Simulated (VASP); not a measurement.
# SiC (P6_3mc) in VASP: notebook, part 2 of 3

VASP 6.6.1.

## 4. Electric field gradients, PBE

Input file INCAR:

```
SYSTEM = SiC
PREC = Accurate ; ENCUT = 520
EDIFF = 1E-8 ; ISMEAR = -1
SIGMA = 0.02 ; LREAL = .False.
LASPH = .True. ; NELM = 100
ALGO = Normal ; ISIF = 2
LWAVE = .False. ; LCHARG = .False.
GGA = PE ; LEFG = .True.
NBANDS = 36
```

Input file KPOINTS:

```
Automatic mesh
0
Gamma
  10 10 2
  0 0 0
```

Input file POSCAR:

```
SiC
1.0
    3.0810000000      0.0000000000      0.0000000000
   -1.5405000000      2.6682242691      0.0000000000
    0.0000000000      0.0000000000     15.1248000000
Si C
6 6
Direct
    0.0000000000      0.0000000000      0.0000000000
    0.0000000000      0.0000000000      0.5000000000
    0.3333333333      0.6666666667      0.1664000000
    0.6666666667      0.3333333333      0.6664000000
    0.6666666667      0.3333333333      0.3329000000
    0.3333333333      0.6666666667      0.8329000000
    0.3333333333      0.6666666667      0.0412000000
    0.6666666667      0.3333333333      0.5412000000
    0.6666666667      0.3333333333      0.2080000000
    0.3333333333      0.6666666667      0.7080000000
    0.0000000000      0.0000000000      0.3746000000
    0.0000000000      0.0000000000      0.8746000000
```

Potentials or basis: VASP PAW PBE potentials, release 64 (Si, C).

Run with:

```
$ cat potpaw_PBE.64/Si/POTCAR potpaw_PBE.64/C/POTCAR > POTCAR
$ mpirun -np 1 vasp_std > vasp.out
```

OUTCAR:

```text
SYSTEM = SiC
   PREC = Accurate
   ENCUT = 520
   EDIFF = 1E-8
   ISMEAR = -1
   LREAL = .False.
   LASPH = .True.
   NELM = 100
   ISIF = 2
   GGA = PE

 ion  position               nearest neighbor table
   1  0.000  0.000  0.000-   7 1.88   7 1.88   7 1.88  12 1.90   3 3.08   3 3.08   3 3.08   6 3.09
                             6 3.09   6 3.09
   2  0.000  0.000  0.500-   8 1.88   8 1.88   8 1.88  11 1.90   4 3.08   4 3.08   4 3.08   5 3.09
                             5 3.09   5 3.09
   3  0.333  0.667  0.166-   9 1.89   9 1.89   9 1.89   7 1.89   1 3.08   1 3.08   1 3.08   5 3.08
                             5 3.08   5 3.08
   4  0.667  0.333  0.666-  10 1.89  10 1.89  10 1.89   8 1.89   2 3.08   2 3.08   2 3.08   6 3.08
                             6 3.08   6 3.08
   5  0.667  0.333  0.333-  11 1.89  11 1.89  11 1.89   9 1.89   3 3.08   3 3.08   3 3.08   2 3.09
                             2 3.09   2 3.09
   6  0.333  0.667  0.833-  12 1.89  12 1.89  12 1.89  10 1.89   4 3.08   4 3.08   4 3.08   1 3.09
                             1 3.09   1 3.09
   7  0.333  0.667  0.041-   1 1.88   1 1.88   1 1.88   3 1.89
[... 1223 lines left out ...]
   2      -0.145    -0.145     0.290       0.001
   3      -1.230    -1.230     2.460       0.000
   4      -1.230    -1.230     2.460       0.000
   5      -1.190    -1.189     2.379       0.000
   6      -1.190    -1.189     2.379       0.000
   7      -0.334    -0.333     0.667       0.001
   8      -0.334    -0.333     0.667       0.001
   9      -0.097    -0.096     0.193       0.003
  10      -0.097    -0.096     0.193       0.003
  11      -1.102    -1.102     2.205       0.000
  12      -1.102    -1.102     2.205       0.000
----------------------------------------------------------------------

           NMR quadrupolar parameters

 Cq : quadrupolar parameter    Cq=e*Q*V_zz/h
 eta: asymmetry parameters     (V_yy - V_xx)/ V_zz
 Q  : nuclear electric quadrupole moment in mb (millibarn)
----------------------------------------------------------------------
 ion       Cq(MHz)       eta       Q (mb)
----------------------------------------------------------------------
   1       0.001       0.001       1.000
   2       0.001       0.001       1.000
   3       0.006       0.000       1.000
   4       0.006       0.000       1.000
   5       0.006       0.000       1.000
   6       0.006       0.000       1.000
   7       0.002       0.001       1.000
   8       0.002       0.001       1.000
   9       0.000       0.003       1.000
  10       0.000       0.003       1.000
  11       0.005       0.000       1.000
  12       0.005       0.000       1.000
----------------------------------------------------------------------
```

stdout:

```text
POSCAR found type information on POSCAR SiC
 POSCAR found :  2 types and      12 ions
 scaLAPACK will be used
 LDA part: xc-table for (Slater+PW92), standard interpolation
 POSCAR, INCAR and KPOINTS ok, starting setup
 FFT: planning ... GRIDC
 FFT: planning ... GRID_SOFT
 FFT: planning ... GRID
 WAVECAR not read
 entering main loop
ion   1

ion   2

ion   3

ion   4

ion   5

ion   6

ion   7

ion   8

ion   9

ion  10

ion  11

ion  12
```

Wall time 84 s (1 thread of Intel Xeon Platinum 8488C (Sapphire Rapids), shared host); peak memory 0.28 GiB.

Results:

* Free energy: -90.3569 eV
* Pressure: 2.8 GPa
* Largest force: 0.175 eV/Å
* Band gap on the k mesh: 2.01 eV (least direct gap 3.12 eV)
* Largest electric field gradient by atom: Si +0.3, +2.5, +2.4 (each value once); C +0.7, +0.2, +2.2 (each value once) V/Å²

Forces on the atoms (eV/Å):
```
Si   0.000  0.000 -0.164
Si   0.000  0.000 -0.164
Si   0.000  0.000  0.000
Si   0.000  0.000  0.000
Si   0.000  0.000  0.101
Si   0.000  0.000  0.101
C    0.000  0.000  0.175
C    0.000  0.000  0.175
C    0.000  0.000 -0.042
C    0.000  0.000 -0.042
C    0.000  0.000 -0.070
C    0.000  0.000 -0.070
```

Stress tensor (GPa, compression positive):
```
2.94 0.00 0.00
0.00 2.94 0.00
0.00 0.00 2.59
```

Levels at points of the mesh, in eV from the valence-band top:
```csv
k point,band 21,band 22,band 23,band 24,band 25,band 26,band 27,band 28
"(0.00, 0.00, 0.00)",-0.29,-0.04,0.00,0.00,5.17,5.34,5.74,6.25
"(0.50, 0.00, 0.00)",-1.84,-1.76,-1.66,-1.10,2.01,2.20,3.22,3.89
"(0.00, 0.00, 0.50)",-0.09,-0.09,-0.09,-0.09,5.24,5.24,5.98,5.98
"(0.50, 0.00, 0.50)",-1.71,-1.71,-1.31,-1.31,2.06,2.06,3.44,3.44
```

Electric field gradients, principal values (V/Å²):
```tsv
atom	least	middle	greatest (by size)
1 Si	-0.145	-0.145	0.290
2 Si	-0.145	-0.145	0.290
3 Si	-1.230	-1.230	2.460
4 Si	-1.230	-1.230	2.460
5 Si	-1.189	-1.190	2.379
6 Si	-1.189	-1.190	2.379
7 C	-0.333	-0.334	0.667
8 C	-0.333	-0.334	0.667
9 C	-0.096	-0.097	0.193
10 C	-0.096	-0.097	0.193
11 C	-1.102	-1.102	2.205
12 C	-1.102	-1.102	2.205
```

Caveat: without QUAD_EFG the Cq values of the log hold for a quadrupole moment of 1 mb, not for the nuclei. A k mesh can miss the band edges.

## 5. Electric field gradients, r2SCAN

Input file POSCAR:

```
SiC
1.0
    3.0810000000      0.0000000000      0.0000000000
   -1.5405000000      2.6682242691      0.0000000000
    0.0000000000      0.0000000000     15.1248000000
Si C
6 6
Direct
    0.0000000000      0.0000000000     -0.0002924567
    0.0000000000      0.0000000000      0.4997075433
    0.3333333333      0.6666666667      0.1665157552
    0.6666666667      0.3333333333      0.6665157552
    0.6666666667      0.3333333333      0.3329959359
    0.3333333333      0.6666666667      0.8329959359
    0.3333333333      0.6666666667      0.0414983226
    0.6666666667      0.3333333333      0.5414983226
    0.6666666667      0.3333333333      0.2080157494
    0.3333333333      0.6666666667      0.7080157494
    0.0000000000      0.0000000000      0.3743666936
    0.0000000000      0.0000000000      0.8743666936
```

Input file INCAR.step1:

```
SYSTEM = SiC
PREC = Accurate
ENCUT = 520
ISMEAR = -1
SIGMA = 0.02
LREAL = .FALSE.
LASPH = .TRUE.
NELM = 80
NBANDS = 36
GGA = PE
ALGO = Normal
EDIFF = 1E-4
LWAVE = .TRUE.
LCHARG = .FALSE.
```

Input file INCAR.step2:

```
SYSTEM = SiC
PREC = Accurate
ENCUT = 520
EDIFF = 1E-8
ISMEAR = -1
SIGMA = 0.02
LREAL = .FALSE.
LASPH = .TRUE.
NELM = 80
ALGO = Normal
ISIF = 2
LWAVE = .FALSE.
LCHARG = .FALSE.
METAGGA = R2SCAN
LMIXTAU = .TRUE.
LEFG = .TRUE.
NBANDS = 36
ISTART = 1
```

Input file KPOINTS:

```
Automatic mesh
0
G
  10 10 2
  0 0 0
```

Potentials or basis: VASP PAW PBE potentials, release 64 (Si, C).

Run with:

```
$ cat potpaw_PBE.64/Si/POTCAR potpaw_PBE.64/C/POTCAR > POTCAR
$ cp INCAR.step1 INCAR
$ mpirun -np 1 vasp_std > vasp.out
$ cp INCAR.step2 INCAR
$ mpirun -np 1 vasp_std > vasp.out
```

OUTCAR:

```text
SYSTEM = SiC
   PREC = Accurate
   ENCUT = 520
   EDIFF = 1E-8
   ISMEAR = -1
   LREAL = .FALSE.
   LASPH = .TRUE.
   NELM = 80
   ISIF = 2
   METAGGA = R2SCAN
   ISTART = 1

 ion  position               nearest neighbor table
   1  0.000  0.000  1.000-   7 1.89   7 1.89   7 1.89  12 1.90   6 3.09   6 3.09   6 3.09   3 3.09
                             3 3.09   3 3.09
   2  0.000  0.000  0.500-   8 1.89   8 1.89   8 1.89  11 1.90   5 3.09   5 3.09   5 3.09   4 3.09
                             4 3.09   4 3.09
   3  0.333  0.667  0.167-   9 1.89   9 1.89   9 1.89   7 1.89   5 3.08   5 3.08   5 3.08   1 3.09
                             1 3.09   1 3.09
   4  0.667  0.333  0.667-  10 1.89  10 1.89  10 1.89   8 1.89   6 3.08   6 3.08   6 3.08   2 3.09
                             2 3.09   2 3.09
   5  0.667  0.333  0.333-  11 1.89  11 1.89  11 1.89   9 1.89   3 3.08   3 3.08   3 3.08   2 3.09
                             2 3.09   2 3.09
   6  0.333  0.667  0.833-  12 1.89  12 1.89  12 1.89  10 1.89   4 3.08   4 3.08   4 3.08   1 3.09
                             1 3.09   1 3.09
   7  0.333  0.667  0.041-   1 1.89   1 1.89   1 1.89   3 1.89
   8  0.667  0.333  0.541-   2 1.89   2 1.89   2 1.89   4 1.89
   9  0.667  0.333  0.208-   3 1.89   3 1.89   3 1.89   5 1.89
  10  0.333  0.667  0.708-   4 1.89   4 1.89   4 1.89   6 1.89
  11  0.000  0.000  0.374-   5 1.89   5 1.89   5 1.89   2 1.90
  12  0.000  0.000  0.874-   6 1.89   6 1.89   6 1.89   1 1.90

  LATTYP: Found a hexagonal cell.
 ALAT       =     3.0810000000
 C/A-ratio  =     4.9090555015

  Lattice vectors:

 A1 = (   3.0810000000,   0.0000000000,   0.0000000000)
 A2 = (  -1.5405000000,   2.6682242691,   0.0000000000)
 A3 = (   0.0000000000,   0.0000000000,  15.1248000000)

Analysis of symmetry for initial positions (statically):
=====================================================================
 Subroutine PRICEL returns:
 Original cell was already a primitive cell.

 Routine SETGRP: Setting up the symmetry group for a
 hexagonal supercell.

 Subroutine GETGRP returns: Found 12 space group operations
 (whereof  6 operations were pure point group operations)
 out of a pool of 24 trial point group operations.

The static configuration has the point symmetry C_3v.
 The point group associated with its full space group is C_6v.

Analysis of symmetry for dynamics (positions and initial velocities):
=====================================================================
 Subroutine PRICEL returns:
 Original cell was already a primitive cell.

 Routine SETGRP: Setting up the symmetry group for a
 hexagonal supercell.

 Subroutine GETGRP returns: Found 12 space group operations
 (whereof  6 operations were pure point group operations)
 out of a pool of 24 trial point group operations.

The dynamic configuration has the point symmetry C_3v.
 The point group associated with its full space group is C_6v.

 Subroutine INISYM returns: Found 12 space group operations
 (whereof  6 operations are pure point group operations),
 and found     1 'primitive' translations

----------------------------------------------------------------------------------------

                                     Primitive cell

  volume of cell :     124.3379

  direct lattice vectors                    reciprocal lattice vectors
[... 161 lines left out ...]

 k-point     1 :       0.0000    0.0000    0.0000
  band No.  band energies     occupation
      1      -8.2090      2.00000
      2      -7.6691      2.00000
      3      -7.6343      2.00000
      4      -6.1007      2.00000
      5      -6.0692      2.00000
      6      -4.5927      2.00000
[... 925 lines left out ...]
     35      16.1383      0.00000
     36      16.1383      0.00000

 [... further k-points ...]
[... 5 lines left out ...]
  --------------------------------------------------------------------------------------
  -------------------------------------------------------------------------------------
  Total       -0.5827194     -0.5827194     -0.7469026      0.0000000      0.0000000      0.0000000
  in kB       -7.5087287     -7.5087287     -9.6243381      0.0000000      0.0000000      0.0000000
  external PRESSURE =      -8.2139319 kB  Pullay stress =       0.0000000 kB

 VOLUME and BASIS-vectors are now :
 -----------------------------------------------------------------------------
  energy-cutoff  :      520.00
  volume of cell :      124.34
      direct lattice vectors                 reciprocal lattice vectors
     3.081000000  0.000000000  0.000000000     0.324569945  0.187390545  0.000000000
    -1.540500000  2.668224269  0.000000000     0.000000000  0.374781090  0.000000000
     0.000000000  0.000000000 15.124800000     0.000000000  0.000000000  0.066116577

 POSITION                                       TOTAL-FORCE (eV/Angst)
 -----------------------------------------------------------------------------------
      0.00000      0.00000     15.12038        -0.000000      0.000000      0.001448
      0.00000      0.00000      7.55798         0.000000     -0.000000      0.001448
     -0.00000      1.77882      2.51852         0.000000      0.000000     -0.012216
      1.54050      0.88941     10.08092        -0.000000     -0.000000     -0.012216
      1.54050      0.88941      5.03650        -0.000000      0.000000     -0.004811
     -0.00000      1.77882     12.59890         0.000000     -0.000000     -0.004811
     -0.00000      1.77882      0.62765         0.000000     -0.000000      0.015543
      1.54050      0.88941      8.19005        -0.000000      0.000000      0.015543
      1.54050      0.88941      3.14620        -0.000000     -0.000000     -0.001238
     -0.00000      1.77882     10.70860         0.000000      0.000000     -0.001238
      0.00000      0.00000      5.66222        -0.000000      0.000000      0.001274
      0.00000      0.00000     13.22462        -0.000000     -0.000000      0.001274
 -----------------------------------------------------------------------------------
    total drift:                                0.000000      0.000000      0.000381

  FREE ENERGIE OF THE ION-ELECTRON SYSTEM (eV)
  ---------------------------------------------------
  free  energy   TOTEN  =      -115.9631190203 eV

  energy  without entropy=     -115.9631190203  energy(sigma->0) =     -115.96311902

 Electric field gradients (V/A^2)
---------------------------------------------------------------------
 ion       V_xx      V_yy      V_zz      V_xy      V_xz      V_yz
---------------------------------------------------------------------
   1       0.167     0.167    -0.335    -0.000    -0.000     0.000
   2       0.167     0.167    -0.335    -0.000     0.000    -0.000
   3      -1.077    -1.077     2.155    -0.000     0.000    -0.000
   4      -1.077    -1.077     2.155    -0.000    -0.000     0.000
   5      -1.407    -1.407     2.815    -0.000    -0.000     0.000
   6      -1.407    -1.407     2.815    -0.000     0.000    -0.000
   7      -0.272    -0.272     0.544    -0.000     0.000    -0.000
   8      -0.272    -0.272     0.544    -0.000    -0.000     0.000
   9      -0.110    -0.110     0.220    -0.000     0.000    -0.000
  10      -0.110    -0.110     0.220    -0.000    -0.000     0.000
  11      -1.096    -1.096     2.192    -0.000     0.000    -0.000
  12      -1.096    -1.096     2.192    -0.000    -0.000     0.000
---------------------------------------------------------------------

 Electric field gradients after diagonalization (V/A^2)
 (convention: |V_zz| > |V_xx| > |V_yy|)
----------------------------------------------------------------------
 ion       V_xx      V_yy      V_zz     asymmetry (V_yy - V_xx)/ V_zz
----------------------------------------------------------------------
   1       0.167     0.167    -0.335       0.001
   2       0.167     0.167    -0.335       0.001
   3      -1.078    -1.077     2.155       0.000
   4      -1.078    -1.077     2.155       0.000
   5      -1.407    -1.407     2.815       0.000
   6      -1.407    -1.407     2.815       0.000
   7      -0.272    -0.272     0.544       0.001
   8      -0.272    -0.272     0.544       0.001
   9      -0.110    -0.110     0.220       0.002
  10      -0.110    -0.110     0.220       0.002
  11      -1.096    -1.096     2.192       0.000
  12      -1.096    -1.096     2.192       0.000
----------------------------------------------------------------------

           NMR quadrupolar parameters

 Cq : quadrupolar parameter    Cq=e*Q*V_zz/h
 eta: asymmetry parameters     (V_yy - V_xx)/ V_zz
 Q  : nuclear electric quadrupole moment in mb (millibarn)
----------------------------------------------------------------------
 ion       Cq(MHz)       eta       Q (mb)
----------------------------------------------------------------------
   1      -0.001       0.001       1.000
   2      -0.001       0.001       1.000
   3       0.005       0.000       1.000
   4       0.005       0.000       1.000
   5       0.007       0.000       1.000
   6       0.007       0.000       1.000
   7       0.001       0.001       1.000
   8       0.001       0.001       1.000
   9       0.001       0.002       1.000
  10       0.001       0.002       1.000
  11       0.005       0.000       1.000
  12       0.005       0.000       1.000
----------------------------------------------------------------------
```

Run time: 6.4 min. Hardware: 1 thread of Intel Xeon Platinum 8488C (Sapphire Rapids), shared host; peak memory 0.3 GiB.

What came out:

* Free energy: -115.9631 eV
* Pressure: -0.8 GPa
* Largest force: 0.016 eV/Å
* Band gap on the k mesh: 2.40 eV (least direct gap 3.56 eV)
* Largest electric field gradient by atom: Si -0.3, +2.2, +2.8 (each value once); C +0.5, +0.2, +2.2 (each value once) V/Å²

Forces on the atoms (eV/Å):
```
Si   0.000  0.000  0.001
Si   0.000  0.000  0.001
Si   0.000  0.000 -0.012
Si   0.000  0.000 -0.012
Si   0.000  0.000 -0.005
Si   0.000  0.000 -0.005
C    0.000  0.000  0.016
C    0.000  0.000  0.016
C    0.000  0.000 -0.001
C    0.000  0.000 -0.001
C    0.000  0.000  0.001
C    0.000  0.000  0.001
```

Stress tensor (GPa, compression positive):
```
-0.75  0.00  0.00
 0.00 -0.75  0.00
 0.00  0.00 -0.96
```

Electric field gradients, principal values (V/Å²):
```
atom   least  middle  greatest (by size)
1 Si   0.167   0.167              -0.335
2 Si   0.167   0.167              -0.335
3 Si  -1.077  -1.078               2.155
4 Si  -1.077  -1.078               2.155
5 Si  -1.407  -1.407               2.815
6 Si  -1.407  -1.407               2.815
 7 C  -0.272  -0.272               0.544
 8 C  -0.272  -0.272               0.544
 9 C  -0.110  -0.110               0.220
10 C  -0.110  -0.110               0.220
11 C  -1.096  -1.096               2.192
12 C  -1.096  -1.096               2.192
```

Caveat: without QUAD_EFG the Cq values of the log hold for a quadrupole moment of 1 mb, not for the nuclei; the PAW data sets were made with another functional, which shifts forces and pressure a little.

(Continued in part 3 of 3.)
